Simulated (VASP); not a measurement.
**HfN: single point with PBE**

Crystal: HfN.

```
Hf N
1.0
     0.00000    1.97342    2.96013
     1.97342    0.00000    2.96013
     1.97342    1.97342    0.00000
Hf N
1 1
Cartesian
  0.0000 0.0000 0.0000
  1.9734 1.9734 2.9601
```

This cell differs from its parent crystal: ratio of the length along z to the lengths across it x 1.5, volume and fractional coordinates fixed.

* Program: VASP 6.6.1
* Task: single point
* Functional: PBE
* Potentials or basis: VASP PAW PBE potentials, release 64 (Hf_pv, N)
* Cutoff: 520 eV
* k mesh: 20 × 20 × 20
* Occupations: gaussian, width 0.1 eV
* Spin: no spin polarisation

| Quantity | Value |
| --- | --- |
| Pressure | 90.9 GPa |
| Band gap on the k mesh | zero (an odd number of electrons rules out a gap without spin polarisation) |

Stress tensor (GPa, compression positive):
```
140.11   0.00   0.00
  0.00 140.11   0.00
  0.00   0.00  -7.63
```

Levels at points of the mesh, in eV from the Fermi level:
```tsv
k point	band 5	band 6	band 7	band 8	band 9	band 10
(0.00, 0.00, 0.00)	-3.65	-3.56	-2.51	-1.92	-1.92	2.72
(0.50, 0.00, 0.00)	-8.82	-6.95	-6.75	2.74	3.53	5.04
(0.50, 0.50, 0.00)	-6.35	-3.25	-2.06	-2.06	5.45	5.45
(0.50, 0.00, 0.50)	-3.85	-2.93	-2.77	-2.33	1.89	2.49
```

It took 2.1 min on 1 thread of Intel(R) Xeon(R) Platinum 8488C (Sapphire Rapids), on a shared host, peak memory 0.33 GiB.

Caveat: the stress differs along the axes, from -8 to 140 GPa; spin-orbit coupling is left out, which moves the levels of the heavy elements.
